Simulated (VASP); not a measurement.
# Cd (P6_3/mmc) in VASP: further runs

Runs on Cd. Level: PBE. Tasks: single point.

Everything below comes from runs of VASP 6.6.1. Logs are shortened: lines on timing, memory, paths and dates and some standing lists are left out, and cuts for length are marked.

## (1) The cell of the first run

Symmetry: P6_3/mmc, No. 194, hexagonal system. The conventional cell has a = 3.020 Å, b = 3.020 Å, c = 5.467 Å, α = 90.00°, β = 90.00°, γ = 120.00°. Within 4.0 Å of Cd (site symmetry -6m2) lie 12 Cd at 3.02 to 3.24 Å.

## (2) Single point, PBE

The input, INCAR:

```
PREC = Accurate ; ENCUT = 520
EDIFF = 1E-6 ; ISMEAR = 0
SIGMA = 0.15 ; LREAL = False
LASPH = True ; NELM = 60
ALGO = Fast ; ISIF = 2
LWAVE = False ; LCHARG = False
GGA = PE ; NBANDS = 19
```

The input, KPOINTS:

```
Automatic mesh
0
Gamma
  24 24 10
```

The input, POSCAR:

```
Cd
1.0
    3.0196840522      0.0000000000      0.0000000000
   -1.5098420261      2.6151231006      0.0000000000
    0.0000000000      0.0000000000      5.4668291265
Cd
2
Direct
    0.3333333333      0.6666666667      0.2500000000
    0.6666666667      0.3333333333      0.7500000000
```

Potentials or basis: VASP PAW PBE potentials, release 64 (Cd).

Command:

```bash
cat potpaw_PBE.64/Cd/POTCAR > POTCAR
mpirun -np 1 vasp_std > vasp.out
```

OUTCAR:

```text
PREC = Accurate
   ENCUT = 520
   EDIFF = 1E-6
   ISMEAR = 0
   LREAL = False
   LASPH = True
   NELM = 60
   ISIF = 2
   GGA = PE

 ion  position               nearest neighbor table
   1  0.333  0.667  0.250-   2 3.24   2 3.24   2 3.24   2 3.24   2 3.24   2 3.24
   2  0.667  0.333  0.750-   1 3.24   1 3.24   1 3.24   1 3.24   1 3.24   1 3.24

  LATTYP: Found a hexagonal cell.
 ALAT       =     3.0196840522
 C/A-ratio  =     1.8103977211

  Lattice vectors:

 A1 = (   3.0196840522,   0.0000000000,   0.0000000000)
 A2 = (  -1.5098420261,   2.6151231006,   0.0000000000)
 A3 = (   0.0000000000,   0.0000000000,   5.4668291265)

Analysis of symmetry for initial positions (statically):
=====================================================================
 Subroutine PRICEL returns:
 Original cell was already a primitive cell.

 Routine SETGRP: Setting up the symmetry group for a
 hexagonal supercell.

 Subroutine GETGRP returns: Found 24 space group operations
 (whereof 12 operations were pure point group operations)
 out of a pool of 24 trial point group operations.

The static configuration has the point symmetry D_3d.
 The point group associated with its full space group is D_6h.

Analysis of symmetry for dynamics (positions and initial velocities):
=====================================================================
 Subroutine PRICEL returns:
 Original cell was already a primitive cell.

 Routine SETGRP: Setting up the symmetry group for a
 hexagonal supercell.

 Subroutine GETGRP returns: Found 24 space group operations
 (whereof 12 operations were pure point group operations)
 out of a pool of 24 trial point group operations.

The dynamic configuration has the point symmetry D_3d.
 The point group associated with its full space group is D_6h.

 Subroutine INISYM returns: Found 24 space group operations
 (whereof 12 operations are pure point group operations),
 and found     1 'primitive' translations

----------------------------------------------------------------------------------------

                                     Primitive cell

  volume of cell :      43.1707

  direct lattice vectors                    reciprocal lattice vectors
     3.019684052  0.000000000  0.000000000     0.331160473  0.191195588  0.000000000
    -1.509842026  2.615123101  0.000000000     0.000000000  0.382391177  0.000000000
[... 83 lines left out ...]
   ENCUT  =  520.0 eV  38.22 Ry    6.18 a.u.   5.61  5.61 10.16*2*pi/ulx,y,z
   NELM   =     60;   NELMIN=  2; NELMDL= -5     # of ELM steps
   EDIFF  = 0.1E-05   stopping-criterion for ELM
   LREAL  =      F    real-space projection
   EDIFFG = 0.1E-04   stopping-criterion for IOM
   NSW    =      0    number of steps for IOM
   IBRION =     -1    ionic relax: 0-MD 1-quasi-New 2-CG
   NFREE  =      0    steps in history (QN), initial steepest desc. (CG)
   ISIF   =      2    stress and relaxation
   ISYM   =      2    0-nonsym 1-usesym 2-fastsym
   POTIM  = 0.5000    time-step for ionic-motion
   TEBEG  =    0.0;   TEEND  =   0.0 temperature during run
   PSTRESS=    0.0 pullay stress
   NELECT =      24.0000    total number of electrons
   NUPDOWN=      -1.0000    fix difference up-down
   EMIN   =  10.00;   EMAX   =-10.00  energy-range for DOS
   EFERMI =   0.00;   METHOD = LEGACY
   ISMEAR =     0;   SIGMA  =   0.15  broadening in eV -4-tet -1-fermi 0-gaus
   EFERMI_NEDOS =   21; number of points for ismear=-14 and -15
   IALGO  =     68    algorithm
   IMIX   =      4    mixing-type and parameters
     AMIX     =   0.40;   BMIX     =  1.00
     AMIX_MAG =   1.60;   BMIX_MAG =  1.00
  volume/ion in A,a.u.               =      21.59       145.67
  Fermi-wavevector in a.u.,A,eV,Ry     =   1.346115  2.543789 24.654109  1.812026
  Thomas-Fermi vector in A             =   2.473973
   LORBIT       =      0    0 simple, 1 ext, 2 COOP (PROOUT), +10 PAW based schemes
   GGA     = PE    functional components
   LHFCALC =     F    Hartree Fock is set to
   AEXX    =    0.0000 exact exchange contribution
   IVDW    =     0    specifies the selected vdW correction
   LEPSILON=     F    determine dielectric tensor
   LRPA    =     F    only Hartree local field effects (RPA)
 non-spin polarized calculation
 RMM-DIIS sequential band-by-band and
 Gauss-broadening in eV      SIGMA  =   0.15
  energy-cutoff  :      520.00
  volume of cell :       43.17
 maximum number of plane-waves:      1184
 NGX is ok and might be reduce to    24

 number of electron      23.9999994 magnetization

 Free energy of the ion-electron system (eV)
  ---------------------------------------------------
  ext. energy  EPLUGINS =         0.00000000
  ---------------------------------------------------
  free energy    TOTEN  =        -1.47041454 eV

  energy without entropy =       -1.46369651  energy(sigma->0) =       -1.46705553

 E-fermi :   3.0381     XC(G=0): -11.0414

 val. band max:        3.0378924193   @ k =   0.3333   0.2500   0.0000
 cond. band min:       3.0617272211   @ k =   0.2500   0.0000   0.1000
 fundamental gap:      0.0238348018
 Fermi energy:         3.0380707788

 k-point     1 :       0.0000    0.0000    0.0000
  band No.  band energies     occupation
      1      -6.8552      2.00000
      2      -6.5263      2.00000
      3      -6.2536      2.00000
      4      -6.2536      2.00000
      5      -6.1914      2.00000
      6      -6.1914      2.00000
[... 505 lines left out ...]
      6      -5.9544      2.00000
[... 11 lines left out ...]
     18      15.3889      0.00000
     19      15.6736      0.00000

 [... further k-points ...]

------------------------ aborting loop because EDIFF is reached ----------------------------------------

  FORCE on cell =-STRESS in cart. coord.  units (eV):
  Direction    XX          YY          ZZ          XY          YZ          ZX
  --------------------------------------------------------------------------------------
  -------------------------------------------------------------------------------------
  Total        0.7158596      0.7158596      0.8520509     -0.0000000     -0.0000000      0.0000000
  in kB       26.5674152     26.5674152     31.6218288     -0.0000000     -0.0000000      0.0000000
  external PRESSURE =      28.2522197 kB  Pullay stress =       0.0000000 kB

 VOLUME and BASIS-vectors are now :
 -----------------------------------------------------------------------------
  energy-cutoff  :      520.00
  volume of cell :       43.17
      direct lattice vectors                 reciprocal lattice vectors
     3.019684052  0.000000000  0.000000000     0.331160473  0.191195588  0.000000000
    -1.509842026  2.615123101  0.000000000     0.000000000  0.382391177  0.000000000
     0.000000000  0.000000000  5.466829127     0.000000000  0.000000000  0.182921393

 POSITION                                       TOTAL-FORCE (eV/Angst)
 -----------------------------------------------------------------------------------
     -0.00000      1.74342      1.36671        -0.000000      0.000000      0.000000
      1.50984      0.87171      4.10012         0.000000     -0.000000      0.000000
 -----------------------------------------------------------------------------------
    total drift:                                0.000000     -0.000000      0.000000

  FREE ENERGIE OF THE ION-ELECTRON SYSTEM (eV)
  ---------------------------------------------------
  free  energy   TOTEN  =        -1.4704145383 eV

  energy  without entropy=       -1.4636965142  energy(sigma->0) =       -1.46705553
```

OSZICAR:

```text
N       E                     dE             d eps       ncg     rms          rms(c)
DAV:   1     0.177166886244E+03    0.17717E+03   -0.13185E+04 13932   0.127E+03
DAV:   2     0.254321042532E+01   -0.17462E+03   -0.16856E+03 14538   0.334E+02
DAV:   3    -0.156346494903E+01   -0.41067E+01   -0.40986E+01 15897   0.585E+01
DAV:   4    -0.157064726532E+01   -0.71823E-02   -0.71811E-02 15175   0.231E+00
DAV:   5    -0.157066860033E+01   -0.21335E-04   -0.21335E-04 15301   0.123E-01    0.448E+00
RMM:   6    -0.147456253143E+01    0.96106E-01   -0.23139E-01 14002   0.441E+00    0.358E+00
RMM:   7    -0.147004040815E+01    0.45221E-02   -0.23465E-02 14432   0.117E+00    0.168E+00
RMM:   8    -0.147032066075E+01   -0.28025E-03   -0.40428E-03 14703   0.862E-01    0.102E-01
RMM:   9    -0.147038133585E+01   -0.60675E-04   -0.26732E-04 15090   0.160E-01    0.479E-02
RMM:  10    -0.147041763726E+01   -0.36301E-04   -0.10610E-04 14893   0.131E-01    0.241E-02
RMM:  11    -0.147041461640E+01    0.30209E-05   -0.14863E-05 15318   0.355E-02    0.348E-03
RMM:  12    -0.147041453835E+01    0.78051E-07   -0.42110E-07  9836   0.802E-03
   1 F= -.14704145E+01 E0= -.14670555E+01  d E =-.671802E-02
```

It took 3.5 min on 1 thread of AMD EPYC 9755, shared host; peak memory 0.31 GiB.

Results:

```yaml
Free_energy: -1.4704 eV
Pressure: 2.8 GPa
Band_gap_on_the_k_mesh: zero (bands 12 and 13 overlap by 3.79 eV)
```

## (3) Single point, PBE

This run uses another cell than the first one, of the same volume but with other edges.

The input, INCAR:

```
ALGO = Fast
EDIFF = 1E-6
ENCUT = 520
GGA = PE
ISIF = 2
ISMEAR = 0
LASPH = True
LCHARG = False
LREAL = False
LWAVE = False
NBANDS = 19
NELM = 80
PREC = Accurate
SIGMA = 0.15
```

The input, KPOINTS:

```
k-points
0
Gamma
  24 24 10
```

The input, POSCAR:

```
Cd
1.0
    2.9308177741      0.0000000000      0.0000000000
   -1.4654088870      2.5381626462      0.0000000000
    0.0000000000      0.0000000000      5.8033782397
Cd
2
Direct
    0.3333333333      0.6666666667      0.2500000000
    0.6666666667      0.3333333333      0.7500000000
```

Potentials or basis: VASP PAW PBE potentials, release 64 (Cd).

Command:

```bash
cat potpaw_PBE.64/Cd/POTCAR > POTCAR
mpirun -np 1 vasp_std > vasp.out
```

Run time: 4.6 min. Hardware: 1 thread of AMD EPYC 9755, shared host; peak memory 0.32 GiB.

Results (log left out):

```
Free energy            : -1.4527 eV
Pressure               : 4.3 GPa
Band gap on the k mesh : zero (bands 12 and 13 overlap by 4.68 eV)
```

Stress tensor (GPa, compression positive):
```
5.53 0.00 0.00
0.00 5.53 0.00
0.00 0.00 1.78
```

Levels at points of the mesh, in eV from the Fermi level:
```
           k point  band 9  band 10  band 11  band 12  band 13  band 14  band 15  band 16
(0.00, 0.00, 0.00)   -8.66    -8.46    -8.46    -3.50    -3.16     9.36    13.76    14.95
(0.50, 0.00, 0.00)   -8.14    -8.12    -2.16    -1.58     1.81     3.06     3.09     5.22
(0.00, 0.00, 0.50)   -8.55    -8.55    -7.40    -7.40     3.00     3.00    15.26    15.26
(0.50, 0.00, 0.50)   -8.13    -8.13    -1.44    -1.44     0.30     0.30     7.66     7.66
```

Caveat: the cell stands under pressure.

The gap in the log of VASP goes by the Fermi energy; the results here count the filled bands.